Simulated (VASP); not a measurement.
## BiSb4O: single point with PBE

The system is BiSb4O.

```xyz
6
Lattice="4.5147 0.0000 0.0000 0.0000 4.5147 0.0000 0.0000 0.0000 7.5095" Properties=species:S:1:pos:R:3 pbc="T T T"
Sb    2.2574    0.0000    5.2382
Sb    0.0000    2.2574    2.2712
Sb    2.2574    0.0000    2.2712
Sb    0.0000    2.2574    5.2382
Bi    2.2574    2.2574    3.7547
O     0.0000    0.0000    0.0000
```

The cell was generated, and may not be a known phase.

```yaml
Program: VASP 6.6.1
Task: single point
Functional: PBE
Potentials_or_basis: VASP PAW PBE potentials, release 64 (Sb, Bi_d, O)
Cutoff: 520 eV
k_mesh: 4 × 4 × 2
Occupations: gaussian, width 0.1 eV
Spin: no spin polarisation
```

The pressure is 26.0 GPa, the largest force is 4.305 eV/Å and the band gap on the k mesh is zero (an odd number of electrons rules out a gap without spin polarisation).

Forces on the atoms (eV/Å):
```
Sb   0.000  0.000  4.305
Sb   0.000  0.000 -4.305
Sb   0.000  0.000 -4.305
Sb   0.000  0.000  4.305
Bi   0.000  0.000  0.000
O    0.000  0.000  0.000
```

Stress tensor (GPa, compression positive):
```
29.40  0.00  0.00
 0.00 29.40  0.00
 0.00  0.00 19.16
```

Levels at points of the mesh, in eV from the Fermi level:
| k point | band 16 | band 17 | band 18 | band 19 | band 20 | band 21 | band 22 | band 23 | band 24 | band 25 |
| --- | --- | --- | --- | --- | --- | --- | --- | --- | --- | --- |
| (0.00, 0.00, 0.00) | -2.61 | -2.19 | -1.02 | -1.02 | -0.79 | 0.61 | 1.09 | 1.09 | 1.72 | 3.69 |
| (0.50, 0.00, 0.00) | -2.07 | -1.38 | -1.27 | -0.97 | -0.37 | -0.27 | -0.23 | 1.03 | 1.47 | 2.62 |
| (0.50, 0.50, 0.00) | -3.76 | -1.06 | -0.20 | -0.09 | -0.09 | 2.47 | 2.47 | 3.17 | 3.86 | 4.19 |
| (0.00, 0.00, 0.50) | -2.85 | -1.64 | -0.49 | -0.49 | -0.41 | -0.31 | 0.74 | 0.74 | 1.13 | 3.08 |
| (0.50, 0.00, 0.50) | -1.76 | -1.46 | -1.33 | -1.16 | -1.04 | -0.01 | 0.52 | 0.55 | 1.50 | 1.63 |
| (0.50, 0.50, 0.50) | -2.97 | -1.22 | -1.22 | -0.82 | -0.71 | 2.52 | 2.52 | 3.20 | 3.47 | 4.15 |

Run time: 38 s on 1 thread of AMD EPYC 9R45 (Zen 5) (shared host), peak memory 0.24 GiB.

Caveat: the k points lie up to 0.42 Å⁻¹ apart, too coarse for converged energies and pressures of a metal; spin-orbit coupling is left out, which moves the levels of the heavy elements; an odd number of electrons without spin polarisation forces a metal; a magnetic or distorted state may lie lower.
